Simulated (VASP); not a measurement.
**BaF2: single point with PBE**

Crystal: BaF2.

```
Ba F
1.0
     0.00000    3.12239    3.12239
     3.12239    0.00000    3.12239
     3.12239    3.12239    0.00000
Ba F
1 2
Cartesian
  0.0000 0.0000 0.0000
  1.5612 1.5612 1.5612
  4.6836 4.6836 4.6836
```

```json
{
  "Program": "VASP 6.6.1",
  "Task": "single point",
  "Functional": "PBE",
  "Potentials or basis": "VASP PAW PBE potentials, release 64 (Ba_sv, F)",
  "Cutoff": "600 eV",
  "k mesh": "6 × 6 × 6",
  "Occupations": "gaussian, width 0.02 eV",
  "Spin": "no spin polarisation",
  "Dipole correction": "no",
  "Further INCAR settings": "ALGO = Normal; EDIFF = 1e-06; NBANDS = 19"
}
```

The pressure is 0.9 GPa and the band gap on the k mesh is 6.68 eV (least direct gap 6.74 eV).

Levels at points of the mesh, in eV from the valence-band top:
| k point | band 10 | band 11 | band 12 | band 13 | band 14 | band 15 |
| --- | --- | --- | --- | --- | --- | --- |
| (0.00, 0.00, 0.00) | -0.06 | -0.06 | -0.06 | 6.68 | 9.11 | 9.11 |
| (0.50, 0.00, 0.00) | -0.34 | -0.16 | -0.16 | 8.98 | 9.10 | 9.10 |
| (0.50, 0.50, 0.00) | -0.32 | -0.32 | -0.10 | 7.21 | 8.90 | 10.54 |

It took 40 s on 1 thread of Intel Xeon 8259CL (shared host), peak memory 0.21 GiB.

Caveat: spin-orbit coupling is left out, which moves the levels of the heavy elements. A k mesh can miss the band edges.
